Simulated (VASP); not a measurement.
Zn:

```
Zn
1.0
     2.67000    0.00000    0.00000
    -1.33500    2.31229    0.00000
     0.00000    0.00000    4.96600
Zn
2
Direct
  0.33333 0.66667 0.25000
  0.66667 0.33333 0.75000
```

```yaml
Program: VASP 6.6.1
Task: relaxation of cell and atoms
Functional: PBEsol
Potentials_or_basis: VASP PAW PBE potentials, release 64 (Zn)
Cutoff: 600 eV
k_mesh: 17 × 17 × 8
Occupations: fermi-dirac, width 0.05 eV
Spin: no spin polarisation
```

At the start: pressure -5.5 GPa; volume 15.33 Å³/atom.

Problem. How do energy, volume and symmetry change on relaxing?

Solution. Over 9 steps the energy falls by 22.6 meV/atom and the volume is 14.06 Å³/atom (-8.3 %); space group P6_3/mmc (No. 194, to 0.05 Å).

Step by step:
| step | energy change (eV) | largest force (eV/Å) | pressure (GPa) | volume (Å³) |
| --- | --- | --- | --- | --- |
| 1 | 0.0000 | 0.0000 | -5.47 | 30.66 |
| 2 | -0.0380 | 0.0000 | 0.62 | 28.40 |
| 3 | -0.0384 | 0.0000 | -0.06 | 28.60 |
| 4 | -0.0384 | 0.0000 | -0.14 | 28.64 |
| 5 | -0.0390 | 0.0000 | -0.24 | 28.60 |
| 6 | -0.0410 | 0.0000 | -0.21 | 28.48 |
| 7 | -0.0446 | 0.0000 | -0.12 | 28.23 |
| 8 | -0.0363 | 0.0000 | 1.25 | 27.69 |
| 9 | -0.0451 | 0.0000 | 0.01 | 28.12 |

Final structure:
```
Zn
1.0
     2.63874    0.00000    0.00000
    -1.31937    2.28522    0.00000
     0.00000    0.00000    4.66377
Zn
2
Direct
  0.33333 0.66667 0.25000
  0.66667 0.33333 0.75000
```

Caveat: the PAW data sets were made with another functional, which shifts forces and pressure a little.
